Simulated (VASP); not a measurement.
Input of a VASP 6.6.1 run:

The input POSCAR:

```
Si
1.0
   -1.6588457136      1.6588457136      1.2763369320
    1.6588457136     -1.6588457136      1.2763369320
    1.6588457136      1.6588457136     -1.2763369320
Si
1
Direct
    0.0000000000      0.0000000000      0.0000000000
```

File INCAR.step1:

```
ALGO = Normal
EDIFF = 1E-4
ENCUT = 520
GGA = PE
ISMEAR = 0
LASPH = True
LCHARG = False
LREAL = False
LWAVE = True
NBANDS = 8
NELM = 60
PREC = Accurate
SIGMA = 0.15
```

Contents of INCAR.step2:

```
ALGO = Normal
EDIFF = 1E-6
ENCUT = 520
ISIF = 2
ISMEAR = 0
ISTART = 1
LASPH = True
LCHARG = False
LMIXTAU = True
LREAL = False
LWAVE = False
METAGGA = R2SCAN
NBANDS = 8
NELM = 60
PREC = Accurate
SIGMA = 0.15
```

Contents of KPOINTS:

```
k-points
0
Gamma
  30 30 30
```

Potentials or basis: VASP PAW PBE potentials, release 64 (Si).

Command:

```bash
$ cat potpaw_PBE.64/Si/POTCAR > POTCAR
$ cp INCAR.step1 INCAR
$ mpirun -np 1 vasp_std > vasp.out
$ cp INCAR.step2 INCAR
$ mpirun -np 1 vasp_std > vasp.out
```

(1) What does it give for the pressure?

(2) Predict the band gap on the k mesh.

## Answers

(1) 0.1 GPa.

(2) zero (bands 2 and 3 overlap by 13.42 eV).

Caveat: the PAW data sets were made with another functional, which shifts forces and pressure a little.
